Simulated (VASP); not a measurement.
Cd: single point with r2SCAN

Crystal: Cd.

```
Cd
1.0
     2.94064    0.00000    0.00000
     0.00000    2.94064    0.00000
     0.00000    0.00000    2.94064
Cd
1
Direct
  0.00000 0.00000 0.00000
```

This isn't the form of Cd at room conditions, which is hcp.

| Item | Value |
| --- | --- |
| Program | VASP 6.6.1 |
| Task | single point |
| Functional | r2SCAN |
| Potentials or basis | VASP PAW PBE potentials, release 64 (Cd) |
| Cutoff | 550 eV |
| k mesh | 12 × 12 × 12 |
| Occupations | fermi-dirac, width 0.1 eV |
| Spin | no spin polarisation |

```
Pressure               : 0.4 GPa
Band gap on the k mesh : zero (bands 6 and 7 overlap by 7.09 eV)
```

Levels at points of the mesh, in eV from the Fermi level:
| k point | band 4 | band 5 | band 6 | band 7 | band 8 | band 9 |
| --- | --- | --- | --- | --- | --- | --- |
| (0.00, 0.00, 0.00) | -8.63 | -8.63 | -8.05 | 10.50 | 10.50 | 10.50 |
| (0.50, 0.00, 0.00) | -9.08 | -8.59 | -2.80 | -2.30 | 14.65 | 14.65 |
| (0.50, 0.50, 0.00) | -9.01 | -8.23 | 1.19 | 1.19 | 2.11 | 6.06 |
| (0.50, 0.50, 0.50) | -8.20 | -8.20 | 4.78 | 4.78 | 4.78 | 8.18 |

Run time: 22 s on 1 thread of Intel(R) Xeon(R) 6975P-C (Granite Rapids) (shared host), peak memory 0.15 GiB.

Caveat: the PAW data sets were made with another functional, which shifts forces and pressure a little.
